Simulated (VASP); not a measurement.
Hf3SnS8: single point with PBE

Hf3SnS8:

```
Hf Sn S
1.0
     7.34982    0.00000    0.00000
    -3.67491    6.36513    0.00000
     0.00000    0.00000    6.89858
Hf Sn S
3 1 8
Cartesian
  -1.8375 3.1826 0.0000
  3.6749 0.0000 0.0000
  1.8375 3.1826 0.0000
  0.0000 0.0000 0.0000
  0.0000 2.1439 1.4623
  -1.8182 5.2932 1.4623
  3.6749 2.1217 1.4343
  1.8182 5.2932 1.4623
  1.8567 1.0719 5.4363
  0.0000 4.2434 5.4642
  5.4932 1.0719 5.4363
  3.6749 4.2212 5.4363
```

```yaml
Program: VASP 6.6.1
Task: single point
Functional: PBE
Potentials_or_basis: VASP PAW PBE potentials, release 64 (Hf_pv, Sn_d, S)
Cutoff: 520 eV
k_mesh: 6 × 6 × 6
Occupations: gaussian, width 0.01 eV
Spin: no spin polarisation
```

```yaml
Pressure: -0.4 GPa
Largest_force: 0.067 eV/Å
Band_gap_on_the_k_mesh: 0.09 eV
```

Forces in eV/Å, atoms in the order of the input:
```
Hf   0.000  0.000  0.000
Hf   0.000  0.000  0.000
Hf   0.000  0.000  0.000
Sn   0.000  0.000  0.000
S    0.000  0.040 -0.049
S    0.035 -0.020 -0.049
S    0.000  0.000 -0.067
S   -0.035 -0.020 -0.049
S    0.035  0.020  0.049
S    0.000  0.000  0.067
S   -0.035  0.020  0.049
S    0.000 -0.040  0.049
```

Stress tensor (GPa, compression positive):
```
-0.46  0.00  0.00
 0.00 -0.46  0.00
 0.00  0.00 -0.33
```

Levels at points of the mesh, in eV from the valence-band top:
| k point | band 42 | band 43 | band 44 | band 45 | band 46 | band 47 | band 48 | band 49 | band 50 | band 51 |
| --- | --- | --- | --- | --- | --- | --- | --- | --- | --- | --- |
| (0.00, 0.00, 0.00) | -0.93 | -0.93 | -0.39 | 0.00 | 0.00 | 0.09 | 1.68 | 1.68 | 2.21 | 3.05 |
| (0.50, 0.00, 0.00) | -1.03 | -0.62 | -0.45 | -0.36 | -0.26 | 1.59 | 1.86 | 2.63 | 3.17 | 3.19 |
| (0.00, 0.00, 0.50) | -0.92 | -0.92 | -0.91 | -0.01 | -0.01 | 0.18 | 1.62 | 1.62 | 2.15 | 3.03 |
| (0.50, 0.00, 0.50) | -1.02 | -0.63 | -0.63 | -0.49 | -0.36 | 1.57 | 1.81 | 2.65 | 3.02 | 3.23 |

It took 14 min on 1 thread of Intel(R) Xeon(R) Platinum 8259CL CPU @ 2.50GHz (Skylake/Cascade Lake) (shared host), peak memory 0.76 GiB.

Caveat: semilocal functionals underestimate gaps, and a narrow one can read as zero; spin-orbit coupling is left out, which moves the levels of the heavy elements; this functional lacks dispersion, which binds layers or chains, so the pressure and a relaxed spacing across them are unreliable. A k mesh can miss the band edges.
